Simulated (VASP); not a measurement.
# GaN (P6_3mc) in VASP: further runs

Runs on GaN. Level: PBEsol. Tasks: single point.

All numbers are computed with VASP 6.6.1; they aren't measurements. Logs are shortened: lines on timing, memory, paths and dates and some standing lists are left out, and cuts for length are marked.

## 1. The cell of the first run

The structure is hexagonal, space group P6_3mc (No. 186). The conventional cell has a = 3.254 Å, b = 3.254 Å, c = 10.493 Å, α = 90.00°, β = 90.00°, γ = 120.00°. Ga (site symmetry 3m) has 4 N at 1.97 to 2.02 Å within 2.6 Å. Within 2.6 Å of Ga (site symmetry 3m) lie 3 N at 1.97 Å. N (site symmetry 3m) has 4 Ga at 1.97 to 2.02 Å within 2.6 Å. N (site symmetry 3m) has 3 Ga at 1.97 Å within 2.6 Å.

## 2. Single point, PBEsol

File INCAR:

```
SYSTEM = GaN
PREC = Accurate ; ENCUT = 520
EDIFF = 1E-6 ; ISMEAR = -1
SIGMA = 0.05 ; LREAL = .FALSE.
LASPH = .TRUE. ; NELM = 60
ALGO = Normal ; ISIF = 2
LWAVE = .FALSE. ; LCHARG = .FALSE.
GGA = PS ; NBANDS = 46
```

File KPOINTS:

```
Automatic mesh
0
G
  10 10 3
  0 0 0
```

File POSCAR:

```
GaN
1.0
    3.2537997090      0.0000000000      0.0000000000
   -1.6268998545      2.8178732069      0.0000000000
    0.0000000000      0.0000000000     10.4931298399
Ga N
4 4
Direct
    0.0000000000      0.0000000000      0.7858680000
    0.6666666667      0.3333333333      0.0373490000
    0.3333333333      0.6666666667      0.5373490000
    0.0000000000      0.0000000000      0.2858680000
    0.0000000000      0.0000000000      0.0930380000
    0.6666666667      0.3333333333      0.3437450000
    0.0000000000      0.0000000000      0.5930380000
    0.3333333333      0.6666666667      0.8437450000
```

Potentials or basis: VASP PAW PBE potentials, release 64 (Ga_d, N).

Launch:

```bash
> cat potpaw_PBE.64/Ga_d/POTCAR potpaw_PBE.64/N/POTCAR > POTCAR
> mpirun -np 1 vasp_std > vasp.out
```

OUTCAR:

```text
SYSTEM = GaN
   PREC = Accurate
   ENCUT = 520
   EDIFF = 1E-6
   ISMEAR = -1
   LREAL = .FALSE.
   LASPH = .TRUE.
   NELM = 60
   ISIF = 2
   GGA = PS

 ion  position               nearest neighbor table
   1  0.000  0.000  0.786-   8 1.97   8 1.97   8 1.97   7 2.02
   2  0.667  0.333  0.037-   5 1.97   5 1.97   5 1.97
   3  0.333  0.667  0.537-   7 1.97   7 1.97   7 1.97
   4  0.000  0.000  0.286-   6 1.97   6 1.97   6 1.97   5 2.02
   5  0.000  0.000  0.093-   2 1.97   2 1.97   2 1.97   4 2.02
   6  0.667  0.333  0.344-   4 1.97   4 1.97   4 1.97
   7  0.000  0.000  0.593-   3 1.97   3 1.97   3 1.97   1 2.02
   8  0.333  0.667  0.844-   1 1.97   1 1.97   1 1.97

  LATTYP: Found a hexagonal cell.
 ALAT       =     3.2537997090
 C/A-ratio  =     3.2248849893

  Lattice vectors:

 A1 = (   3.2537997090,   0.0000000000,   0.0000000000)
 A2 = (  -1.6268998545,   2.8178732069,   0.0000000000)
 A3 = (   0.0000000000,   0.0000000000,  10.4931298399)

Analysis of symmetry for initial positions (statically):
=====================================================================
 Subroutine PRICEL returns:
 Original cell was already a primitive cell.

 Routine SETGRP: Setting up the symmetry group for a
 hexagonal supercell.

 Subroutine GETGRP returns: Found 12 space group operations
 (whereof  6 operations were pure point group operations)
 out of a pool of 24 trial point group operations.

The static configuration has the point symmetry C_3v.
 The point group associated with its full space group is C_6v.

Analysis of symmetry for dynamics (positions and initial velocities):
=====================================================================
 Subroutine PRICEL returns:
 Original cell was already a primitive cell.

 Routine SETGRP: Setting up the symmetry group for a
 hexagonal supercell.

 Subroutine GETGRP returns: Found 12 space group operations
 (whereof  6 operations were pure point group operations)
 out of a pool of 24 trial point group operations.

The dynamic configuration has the point symmetry C_3v.
 The point group associated with its full space group is C_6v.

 Subroutine INISYM returns: Found 12 space group operations
 (whereof  6 operations are pure point group operations),
 and found     1 'primitive' translations
[... 106 lines left out ...]
   NELM   =     60;   NELMIN=  2; NELMDL= -5     # of ELM steps
   EDIFF  = 0.1E-05   stopping-criterion for ELM
   LREAL  =      F    real-space projection
   EDIFFG = 0.1E-04   stopping-criterion for IOM
   NSW    =      0    number of steps for IOM
   IBRION =     -1    ionic relax: 0-MD 1-quasi-New 2-CG
   NFREE  =      0    steps in history (QN), initial steepest desc. (CG)
   ISIF   =      2    stress and relaxation
   ISYM   =      2    0-nonsym 1-usesym 2-fastsym
   POTIM  = 0.5000    time-step for ionic-motion
   TEBEG  =    0.0;   TEEND  =   0.0 temperature during run
   PSTRESS=    0.0 pullay stress
   NELECT =      72.0000    total number of electrons
   NUPDOWN=      -1.0000    fix difference up-down
   EMIN   =  10.00;   EMAX   =-10.00  energy-range for DOS
   EFERMI =   0.00;   METHOD = LEGACY
   ISMEAR =    -1;   SIGMA  =   0.05  broadening in eV -4-tet -1-fermi 0-gaus
   EFERMI_NEDOS =   21; number of points for ismear=-14 and -15
   IALGO  =     38    algorithm
   IMIX   =      4    mixing-type and parameters
     AMIX     =   0.40;   BMIX     =  1.00
     AMIX_MAG =   1.60;   BMIX_MAG =  1.00
  volume/ion in A,a.u.               =      12.03        81.16
  Fermi-wavevector in a.u.,A,eV,Ry     =   1.486323  2.808743 30.057397  2.209156
  Thomas-Fermi vector in A             =   2.599624
   LORBIT       =      0    0 simple, 1 ext, 2 COOP (PROOUT), +10 PAW based schemes
   GGA     = PS    functional components
   LHFCALC =     F    Hartree Fock is set to
   AEXX    =    0.0000 exact exchange contribution
   IVDW    =     0    specifies the selected vdW correction
   LEPSILON=     F    determine dielectric tensor
   LRPA    =     F    only Hartree local field effects (RPA)
 non-spin polarized calculation
  energy-cutoff  :      520.00
  volume of cell :       96.21
 maximum number of plane-waves:      2616
   NGX = 13   NGY = 13   NGZ = 39

 number of electron      71.9999970 magnetization

 Free energy of the ion-electron system (eV)
  ---------------------------------------------------
  ext. energy  EPLUGINS =         0.00000000
  ---------------------------------------------------
  free energy    TOTEN  =       -49.96251335 eV

  energy without entropy =      -49.96246410  energy(sigma->0) =      -49.96248872

 E-fermi :   5.4314     XC(G=0): -11.7219

 val. band max:        5.1447464484   @ k =   0.0000   0.0000   0.0000
 cond. band min:       5.6551988031   @ k =   0.0000   0.0000   0.0000
 fundamental gap:      0.5104523548
 Fermi energy:         5.4313856962

 k-point     1 :       0.0000    0.0000    0.0000
  band No.  band energies     occupation
      1     -10.9425      2.00000
      2     -10.6879      2.00000
      3      -9.8910      2.00000
      4      -9.8446      2.00000
      5      -9.1732      2.00000
      6      -9.1732      2.00000
[... 1165 lines left out ...]
     45      13.7454      0.00000
     46      14.1878      0.00000

 [... further k-points ...]

------------------------ aborting loop because EDIFF is reached ----------------------------------------

  FORCE on cell =-STRESS in cart. coord.  units (eV):
  Direction    XX          YY          ZZ          XY          YZ          ZX
  --------------------------------------------------------------------------------------
  -------------------------------------------------------------------------------------
  Total       -9.2139855     -9.2139855     -2.9068131      0.0000000     -0.0000000      0.0000000
  in kB     -153.4407793   -153.4407793    -48.4072461      0.0000000     -0.0000000      0.0000000
  external PRESSURE =    -118.4296016 kB  Pullay stress =       0.0000000 kB

 VOLUME and BASIS-vectors are now :
 -----------------------------------------------------------------------------
  energy-cutoff  :      520.00
  volume of cell :       96.21
      direct lattice vectors                 reciprocal lattice vectors
     3.253799709  0.000000000  0.000000000     0.307332992  0.177438786  0.000000000
    -1.626899854  2.817873207  0.000000000     0.000000000  0.354877571  0.000000000
     0.000000000  0.000000000 10.493129840     0.000000000  0.000000000  0.095300450

 POSITION                                       TOTAL-FORCE (eV/Angst)
 -----------------------------------------------------------------------------------
      0.00000      0.00000      8.24621        -0.000000      0.000000      0.048542
      1.62690      0.93929      0.39191         0.000000     -0.000000      0.195325
     -0.00000      1.87858      5.63847        -0.000000     -0.000000      0.195325
      0.00000      0.00000      2.99965         0.000000      0.000000      0.048542
      0.00000      0.00000      0.97626         0.000000     -0.000000     -0.249295
      1.62690      0.93929      3.60696        -0.000000      0.000000      0.005428
      0.00000      0.00000      6.22282        -0.000000     -0.000000     -0.249295
     -0.00000      1.87858      8.85353         0.000000     -0.000000      0.005428
 -----------------------------------------------------------------------------------
    total drift:                                0.000001      0.000002     -0.001762

  FREE ENERGIE OF THE ION-ELECTRON SYSTEM (eV)
  ---------------------------------------------------
  free  energy   TOTEN  =       -49.9625133543 eV

  energy  without entropy=      -49.9624640951  energy(sigma->0) =      -49.96248872
```

stdout:

```text
POSCAR found type information on POSCAR GaN
 POSCAR found :  2 types and       8 ions
 scaLAPACK will be used
 -----------------------------------------------------------------------------
|                                                                             |
|                                                                             |
|     You enforced a specific xc type in the INCAR file but a different       |
|     I HOPE YOU KNOW WHAT YOU ARE DOING!                                     |
|                                                                             |
 -----------------------------------------------------------------------------

 LDA part: xc-table for (Slater+PW92), standard interpolation
 POSCAR, INCAR and KPOINTS ok, starting setup
 FFT: planning ... GRIDC
 FFT: planning ... GRID_SOFT
 FFT: planning ... GRID
 WAVECAR not read
 entering main loop
```

It took 97 s on 1 thread of AMD EPYC 9R45 (Zen 5), shared host; peak memory 0.21 GiB.

What came out:

| Item | Value |
| --- | --- |
| Free energy | -49.9625 eV |
| Pressure | -11.8 GPa |
| Largest force | 0.249 eV/Å |
| Band gap on the k mesh | 0.51 eV |

Forces on the atoms (eV/Å):
```
Ga   0.000  0.000  0.049
Ga   0.000  0.000  0.195
Ga   0.000  0.000  0.195
Ga   0.000  0.000  0.049
N    0.000  0.000 -0.249
N    0.000  0.000  0.005
N    0.000  0.000 -0.249
N    0.000  0.000  0.005
```

Stress tensor (GPa, compression positive):
```
-15.34   0.00   0.00
  0.00 -15.34   0.00
  0.00   0.00  -4.84
```

Levels at points of the mesh, in eV from the valence-band top:
| k point | band 32 | band 33 | band 34 | band 35 | band 36 | band 37 | band 38 | band 39 | band 40 | band 41 |
| --- | --- | --- | --- | --- | --- | --- | --- | --- | --- | --- |
| (0.00, 0.00, 0.00) | -0.58 | -0.58 | -0.55 | -0.55 | 0.00 | 0.51 | 3.01 | 3.19 | 3.26 | 6.67 |
| (0.50, 0.00, 0.00) | -2.28 | -2.09 | -1.87 | -1.49 | -0.71 | 1.73 | 2.23 | 4.41 | 4.49 | 5.61 |

Caveat: the cell stands under tension; the PAW data sets were made with another functional, which shifts forces and pressure a little.

## 3. Single point, PBEsol

This run uses another cell than the first one, of 12.26 Å³/atom.

File INCAR:

```
SYSTEM = GaN
  PREC = Accurate
  ENCUT = 520
  EDIFF = 1E-7
  ISMEAR = -1
  SIGMA = 0.05
  LREAL = .FALSE.
  LASPH = .TRUE.
  NELM = 80
  ALGO = Normal
  ISIF = 2
  LWAVE = .FALSE.
  LCHARG = .TRUE.
  GGA = PS
  LELF = .TRUE.
  LVHAR = .TRUE.
  NBANDS = 46
```

KPOINTS is that of step 2.

POSCAR: that of step 2 with these lines changed.

```diff
@@ -2,5 +2,5 @@
 1.0
-    3.2537997090      0.0000000000      0.0000000000
-   -1.6268998545      2.8178732069      0.0000000000
-    0.0000000000      0.0000000000     10.4931298399
+    3.2745251067      0.0000000000      0.0000000000
+   -1.6372625534      2.8358219278      0.0000000000
+    0.0000000000      0.0000000000     10.5599668638
 Ga N
```

Potentials or basis: VASP PAW PBE potentials, release 64 (Ga_d, N).

Launch:

```bash
> cat potpaw_PBE.64/Ga_d/POTCAR potpaw_PBE.64/N/POTCAR > POTCAR
> mpirun -np 1 vasp_std > vasp.out
```

Run time: 1.9 min. Hardware: 1 thread of AMD EPYC 9R45 (Zen 5), shared host; peak memory 0.22 GiB.

The run converged. Its results:

```
Free energy            : -49.8129 eV
Pressure               : -14.2 GPa
Largest force          : 0.294 eV/Å
Band gap on the k mesh : 0.38 eV
```

Forces on the atoms (eV/Å):
```
Ga   0.000  0.000  0.062
Ga   0.000  0.000  0.294
Ga   0.000  0.000  0.294
Ga   0.000  0.000  0.062
N    0.000  0.000 -0.261
N    0.000  0.000 -0.094
N    0.000  0.000 -0.261
N    0.000  0.000 -0.094
```

Stress tensor (GPa, compression positive):
```
-18.00   0.00   0.00
  0.00 -18.00   0.00
  0.00   0.00  -6.68
```

Levels at points of the mesh, in eV from the valence-band top:
| k point | band 32 | band 33 | band 34 | band 35 | band 36 | band 37 | band 38 | band 39 | band 40 | band 41 |
| --- | --- | --- | --- | --- | --- | --- | --- | --- | --- | --- |
| (0.00, 0.00, 0.00) | -0.58 | -0.58 | -0.55 | -0.55 | 0.00 | 0.38 | 2.88 | 3.07 | 3.14 | 6.56 |
| (0.50, 0.00, 0.00) | -2.24 | -2.05 | -1.82 | -1.47 | -0.68 | 1.67 | 2.17 | 4.31 | 4.43 | 5.56 |

Caveat: the cell stands under tension; the PAW data sets were made with another functional, which shifts forces and pressure a little.
